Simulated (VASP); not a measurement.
Zn2Si2N:

```
Zn Si N
1.0
     2.94340    0.00000    0.00000
    -1.47170    2.54906    0.00000
     0.00000    0.00000   10.27605
Zn Si N
2 2 1
Direct
  0.66667 0.33333 0.26733
  0.66667 0.33333 0.73267
  0.33333 0.66667 0.50000
  0.66667 0.33333 0.00000
  0.33333 0.66667 0.00000
```

The cell was generated, and may not be a known phase.

```yaml
Program: VASP 6.6.1
Task: relaxation of cell and atoms
Functional: PBE
Potentials_or_basis: VASP PAW PBE potentials, release 64 (Zn, Si, N)
Cutoff: 600 eV
k_mesh: 12 × 12 × 4
Occupations: gaussian, width 0.1 eV
Spin: no spin polarisation
```

At the start: pressure -0.5 GPa; volume 15.42 Å³/atom.

Question: Where does the relaxation end?

Answer: Over 11 steps the energy falls by 15.3 meV/atom and the volume is 15.03 Å³/atom (-2.6 %); space group P-6m2 (No. 187, to 0.1 Å) before and after.

Step by step:
```
step  energy change (eV)  largest force (eV/Å)  pressure (GPa)  volume (Å³)
   1              0.0000                0.2717           -0.53        77.10
   2             -0.0196                0.2563           -0.30        76.53
   3             -0.0543                0.2853            0.63        75.03
   4             -0.0092                0.2328            3.60        71.89
   5             -0.0619                0.2378            1.39        74.07
   6             -0.0703                0.1091           -0.67        75.40
   7             -0.0709                0.1321           -0.24        75.10
   8             -0.0755                0.0523           -0.03        75.02
   9             -0.0766                0.0069            0.15        74.96
  10             -0.0766                0.0096           -0.11        75.19
  11             -0.0767                0.0088           -0.05        75.13
```

Final structure:
```
CELL_PARAMETERS angstrom
2.99045 0.00000 0.00000
-1.49523 2.58981 0.00000
0.00000 0.00000 9.70020
ATOMIC_POSITIONS crystal
Zn 0.66667 0.33333 0.27859
Zn 0.66667 0.33333 0.72141
Si 0.33333 0.66667 0.50000
Si 0.66667 0.33333 0.00000
N 0.33333 0.66667 0.00000
```
